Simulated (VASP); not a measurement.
# SnTe (F-43m) in VASP: notebook, part 2 of 2

VASP 6.6.1. The steps go on from the part before.

## Step 4: Single point, r2SCAN

This run uses another cell than the first one, of 46.04 Å³/atom.

POSCAR

```
SnTe
1.0
    0.0000000000      3.5839840145      3.5839840145
    3.5839840145      0.0000000000      3.5839840145
    3.5839840145      3.5839840145      0.0000000000
Sn Te
1 1
Direct
    0.0000000000      0.0000000000      0.0000000000
    0.2500000000      0.2500000000      0.2500000000
```

INCAR.step1

```
SYSTEM = SnTe
  PREC = Accurate
  ENCUT = 520
  ISMEAR = -1
  SIGMA = 0.02
  LREAL = .False.
  LASPH = .True.
  NELM = 60
  NBANDS = 17
  GGA = PE
  ALGO = Normal
  EDIFF = 1E-4
  LWAVE = .True.
  LCHARG = .False.
```

INCAR.step2

```
SYSTEM = SnTe
  PREC = Accurate
  ENCUT = 520
  EDIFF = 1E-6
  ISMEAR = -1
  SIGMA = 0.02
  LREAL = .False.
  LASPH = .True.
  NELM = 60
  ALGO = Normal
  ISIF = 2
  LWAVE = .False.
  LCHARG = .False.
  METAGGA = R2SCAN
  LMIXTAU = .True.
  NBANDS = 17
  ISTART = 1
```

KPOINTS

```
regular mesh
0
Gamma
  6 6 6
  0 0 0
```

Command:

```sh
> cat potpaw_PBE.64/Sn_d/POTCAR potpaw_PBE.64/Te/POTCAR > POTCAR
> cp INCAR.step1 INCAR
> mpirun -np 1 vasp_std > vasp.out
> cp INCAR.step2 INCAR
> mpirun -np 1 vasp_std > vasp.out
```

It took 3 min on 1 thread of Intel Xeon 8259CL, shared host; peak memory 0.26 GiB.

It converged, with:

```
Free energy            : -50.0672 eV
Pressure               : 0.0 GPa
Band gap on the k mesh : 0.29 eV (least direct gap 0.87 eV)
```

Levels at points of the mesh, in eV from the valence-band top:
| k point | band 8 | band 9 | band 10 | band 11 | band 12 | band 13 |
| --- | --- | --- | --- | --- | --- | --- |
| (0.00, 0.00, 0.00) | -2.03 | -2.03 | -2.03 | 1.21 | 1.21 | 1.21 |
| (0.50, 0.00, 0.00) | -2.60 | -2.60 | -1.97 | 2.07 | 2.07 | 3.86 |
| (0.50, 0.50, 0.00) | -3.30 | -3.30 | -0.57 | 0.30 | 4.36 | 4.36 |

Caveat: the PAW data sets were made with another functional, which shifts forces and pressure a little; spin-orbit coupling is left out, which moves the levels of the heavy elements. A k mesh can miss the band edges.

## Step 5: Single point, r2SCAN (47.42 Å³/atom)

This run uses another cell than the first one, of 47.42 Å³/atom.

POSCAR

```
SnTe
1.0
    0.0000000000      3.6194713127      3.6194713127
    3.6194713127      0.0000000000      3.6194713127
    3.6194713127      3.6194713127      0.0000000000
Sn Te
1 1
Direct
    0.0000000000      0.0000000000      0.0000000000
    0.2500000000      0.2500000000      0.2500000000
```

INCAR.step1

```
SYSTEM = SnTe
PREC = Accurate ; ENCUT = 520
ISMEAR = -1 ; SIGMA = 0.02
LREAL = .False. ; LASPH = .True.
NELM = 100 ; NBANDS = 17
GGA = PE ; ALGO = Normal
EDIFF = 1E-4 ; LWAVE = .True.
LCHARG = .False.
```

INCAR.step2

```
SYSTEM = SnTe
PREC = Accurate ; ENCUT = 520
EDIFF = 1E-7 ; ISMEAR = -1
SIGMA = 0.02 ; LREAL = .False.
LASPH = .True. ; NELM = 100
ALGO = Normal ; ISIF = 2
LWAVE = .False. ; LCHARG = .False.
METAGGA = R2SCAN ; LMIXTAU = .True.
NBANDS = 17 ; ISTART = 1
```

KPOINTS is that of step 4.

Command:

```sh
> cat potpaw_PBE.64/Sn_d/POTCAR potpaw_PBE.64/Te/POTCAR > POTCAR
> cp INCAR.step1 INCAR
> mpirun -np 1 vasp_std > vasp.out
> cp INCAR.step2 INCAR
> mpirun -np 1 vasp_std > vasp.out
```

It took 3.5 min on 1 thread of Intel Xeon 8259CL, shared host; peak memory 0.27 GiB.

The run converged. Its results:

| Property | Result |
| --- | --- |
| Free energy | -50.0611 eV |
| Pressure | -0.7 GPa |
| Band gap on the k mesh | 0.37 eV (least direct gap 0.90 eV) |

Levels at points of the mesh, in eV from the valence-band top:
| k point | band 8 | band 9 | band 10 | band 11 | band 12 | band 13 |
| --- | --- | --- | --- | --- | --- | --- |
| (0.00, 0.00, 0.00) | -1.93 | -1.93 | -1.93 | 1.26 | 1.26 | 1.26 |
| (0.50, 0.00, 0.00) | -2.47 | -2.47 | -1.91 | 2.10 | 2.10 | 3.77 |
| (0.50, 0.50, 0.00) | -3.15 | -3.15 | -0.53 | 0.37 | 4.27 | 4.27 |

Caveat: the PAW data sets were made with another functional, which shifts forces and pressure a little; spin-orbit coupling is left out, which moves the levels of the heavy elements. A k mesh can miss the band edges.

## Step 6: Single point, r2SCAN (48.80 Å³/atom)

This run uses another cell than the first one, of 48.80 Å³/atom.

POSCAR

```
SnTe
1.0
    0.0000000000      3.6542760566      3.6542760566
    3.6542760566      0.0000000000      3.6542760566
    3.6542760566      3.6542760566      0.0000000000
Sn Te
1 1
Direct
    0.0000000000      0.0000000000      0.0000000000
    0.2500000000      0.2500000000      0.2500000000
```

INCAR.step1

```
PREC = Accurate
ENCUT = 520
ISMEAR = -1
SIGMA = 0.02
LREAL = F
LASPH = T
NELM = 100
NBANDS = 17
GGA = PE
ALGO = Normal
EDIFF = 1E-4
LWAVE = T
LCHARG = F
```

INCAR.step2

```
PREC = Accurate
ENCUT = 520
EDIFF = 1E-7
ISMEAR = -1
SIGMA = 0.02
LREAL = F
LASPH = T
NELM = 100
ALGO = Normal
ISIF = 2
LWAVE = F
LCHARG = T
METAGGA = R2SCAN
LMIXTAU = T
LELF = T
LVHAR = T
NBANDS = 17
ISTART = 1
```

KPOINTS

```
Automatic mesh
0
Gamma
  6 6 6
```

Potentials or basis: VASP PAW PBE potentials, release 64 (Sn_d, Te).

Command:

```sh
> cat potpaw_PBE.64/Sn_d/POTCAR potpaw_PBE.64/Te/POTCAR > POTCAR
> cp INCAR.step1 INCAR
> mpirun -np 1 vasp_std > vasp.out
> cp INCAR.step2 INCAR
> mpirun -np 1 vasp_std > vasp.out
```

OUTCAR:

```text
PREC = Accurate
   ENCUT = 520
   EDIFF = 1E-7
   ISMEAR = -1
   LREAL = F
   LASPH = T
   NELM = 100
   ISIF = 2
   METAGGA = R2SCAN
   ISTART = 1

 ion  position               nearest neighbor table
   1  0.000  0.000  0.000-   2 3.16   2 3.16   2 3.16   2 3.16
   2  0.250  0.250  0.250-   1 3.16   1 3.16   1 3.16   1 3.16

  LATTYP: Found a face centered cubic cell.
 ALAT       =     7.3085521132

  Lattice vectors:

 A1 = (   0.0000000000,   3.6542760566,   3.6542760566)
[... 495 lines left out ...]
------------------------ aborting loop because EDIFF is reached ----------------------------------------

  FORCE on cell =-STRESS in cart. coord.  units (eV):
  Direction    XX          YY          ZZ          XY          YZ          ZX
  --------------------------------------------------------------------------------------
  -------------------------------------------------------------------------------------
  Total       -0.8485229     -0.8485229     -0.8485229     -0.0000000     -0.0000000      0.0000000
  in kB      -13.9296459    -13.9296459    -13.9296459     -0.0000000     -0.0000000      0.0000000
  external PRESSURE =     -13.9296459 kB  Pullay stress =       0.0000000 kB

 VOLUME and BASIS-vectors are now :
 -----------------------------------------------------------------------------
  energy-cutoff  :      520.00
  volume of cell :       97.60
      direct lattice vectors                 reciprocal lattice vectors
     0.000000000  3.654276057  3.654276057    -0.136826007  0.136826007  0.136826007
     3.654276057  0.000000000  3.654276057     0.136826007 -0.136826007  0.136826007
     3.654276057  3.654276057  0.000000000     0.136826007  0.136826007 -0.136826007

 POSITION                                       TOTAL-FORCE (eV/Angst)
 -----------------------------------------------------------------------------------
      0.00000      0.00000      0.00000        -0.000000     -0.000000     -0.000000
      1.82714      1.82714      1.82714         0.000000      0.000000      0.000000
 -----------------------------------------------------------------------------------
    total drift:                                0.000002      0.000002      0.000002

  FREE ENERGIE OF THE ION-ELECTRON SYSTEM (eV)
  ---------------------------------------------------
  free  energy   TOTEN  =       -50.0430003707 eV

  energy  without entropy=      -50.0429999208  energy(sigma->0) =      -50.04300015
```

OSZICAR.step1:

```text
N       E                     dE             d eps       ncg     rms          rms(c)
DAV:   1     0.121529243891E+03    0.12153E+03   -0.91026E+03   544   0.114E+03
DAV:   2     0.545400223855E+01   -0.11608E+03   -0.11319E+03   568   0.290E+02
DAV:   3    -0.681086107038E+01   -0.12265E+02   -0.12197E+02   690   0.908E+01
DAV:   4    -0.720245564644E+01   -0.39159E+00   -0.39133E+00   635   0.169E+01
DAV:   5    -0.722040320399E+01   -0.17948E-01   -0.17947E-01   801   0.350E+00    0.399E+00
DAV:   6    -0.705259317526E+01    0.16781E+00   -0.45608E-01   693   0.303E+00    0.258E+00
DAV:   7    -0.705141682886E+01    0.11763E-02   -0.87407E-02   563   0.111E+00    0.107E+00
DAV:   8    -0.705355031239E+01   -0.21335E-02   -0.10288E-02   597   0.724E-01    0.227E-01
DAV:   9    -0.705422097077E+01   -0.67066E-03   -0.26118E-03   566   0.303E-01    0.655E-02
DAV:  10    -0.705447786022E+01   -0.25689E-03   -0.44096E-04   592   0.101E-01    0.422E-02
DAV:  11    -0.705464425821E+01   -0.16640E-03   -0.23927E-04   543   0.633E-02    0.269E-02
DAV:  12    -0.705464742988E+01   -0.31717E-05   -0.68567E-06   420   0.228E-02
   1 F= -.70546474E+01 E0= -.70546460E+01  d E =-.284033E-05
```

Run time: 3.4 min. Hardware: 1 thread of Intel Xeon 8259CL, shared host; peak memory 0.27 GiB.

Results:

| Property | Result |
| --- | --- |
| Free energy | -50.0430 eV |
| Pressure | -1.4 GPa |
| Band gap on the k mesh | 0.44 eV (least direct gap 0.94 eV) |

Levels at points of the mesh, in eV from the valence-band top:
```csv
k point,band 7,band 8,band 9,band 10,band 11,band 12,band 13,band 14
"(0.00, 0.00, 0.00)",-5.13,-1.84,-1.84,-1.84,1.31,1.31,1.31,4.48
"(0.50, 0.00, 0.00)",-6.99,-2.36,-2.36,-1.85,2.12,2.12,3.67,6.07
"(0.50, 0.50, 0.00)",-7.36,-3.01,-3.01,-0.50,0.44,4.18,4.18,5.85
```

Caveat: the PAW data sets were made with another functional, which shifts forces and pressure a little; spin-orbit coupling is left out, which moves the levels of the heavy elements. A k mesh can miss the band edges.

## Step 7: Overview

```tsv
cell	gap on the mesh (eV)	pressure (GPa)
a = 4.965 Å, angles 60.0°, 2 atoms	0.12	1.9
a = 5.017 Å, angles 60.0°, 2 atoms	0.21	0.9
a = 5.069 Å, angles 60.0°, 2 atoms	0.29	0.0
a = 5.119 Å, angles 60.0°, 2 atoms	0.37	-0.7
a = 5.168 Å, angles 60.0°, 2 atoms	0.44	-1.4
```

Alike in all rows: task single point; level r2SCAN; potentials or basis VASP PAW PBE potentials, release 64 (Sn_d, Te); no spin polarisation; k mesh 6 × 6 × 6; cutoff (eV) 520; smearing fermi-dirac 0.02 eV.

Caveats: the PAW data sets were made with another functional, which shifts forces and pressure a little; spin-orbit coupling is left out, which moves the levels of the heavy elements.

Total energies depend on the potentials used, so only differences within one code and one set of settings carry meaning.
